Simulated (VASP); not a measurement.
Write the native input for VASP 6.6.1 that does the following.

| Item | Value |
| --- | --- |
| Task | single point |
| Functional | PBE |
| Potentials or basis | VASP PAW PBE potentials, release 64 (Y_sv, Al, N) |
| Cutoff | 520 eV |
| k mesh | 6 × 6 × 6 |
| Occupations | gaussian, width 0.02 eV |
| Spin | no spin polarisation |
| Dipole correction | no |
| Further INCAR settings | ALGO = Normal; EDIFF = 1e-07; NBANDS = 30 |

The structure of YAl3N4 lies in POSCAR:

```
YAl3N4
1.0
    4.6318920449      0.0000000000      0.0000000000
    0.0000000000      4.6318920449      0.0000000000
    0.0000000000      0.0000000000      4.6318920449
Y Al N
1 3 4
Direct
    0.5000000000      0.5000000000      0.5000000000
    0.5000000000      0.0000000000      0.0000000000
    0.0000000000      0.0000000000      0.5000000000
    0.0000000000      0.5000000000      0.0000000000
    0.7721785442      0.2278214558      0.7721785442
    0.7721785442      0.7721785442      0.2278214558
    0.2278214558      0.2278214558      0.2278214558
    0.2278214558      0.7721785442      0.7721785442
```

These files were run (other wordings do the same):

INCAR

```
SYSTEM = YAl3N4
ALGO = Normal
EDIFF = 1E-7
ENCUT = 520
GGA = PE
ISIF = 2
ISMEAR = 0
LASPH = .TRUE.
LCHARG = .FALSE.
LREAL = .FALSE.
LWAVE = .FALSE.
NBANDS = 30
NELM = 80
PREC = Accurate
SIGMA = 0.02
```

KPOINTS

```
k-points
0
G
  6 6 6
  0 0 0
```

Potentials or basis: VASP PAW PBE potentials, release 64 (Y_sv, Al, N).

Run with:

```sh
$ cat potpaw_PBE.64/Y_sv/POTCAR potpaw_PBE.64/Al/POTCAR potpaw_PBE.64/N/POTCAR > POTCAR
$ mpirun -np 1 vasp_std > vasp.out
```

It gave:

```json
{"Pressure": "-0.3 GPa", "Largest force": "0.006 eV/Å", "Band gap on the k mesh": "2.32 eV (least direct gap 3.04 eV)"}
```

Run time: 82 s on 1 thread of Intel Xeon 8259CL (shared host), peak memory 0.24 GiB.
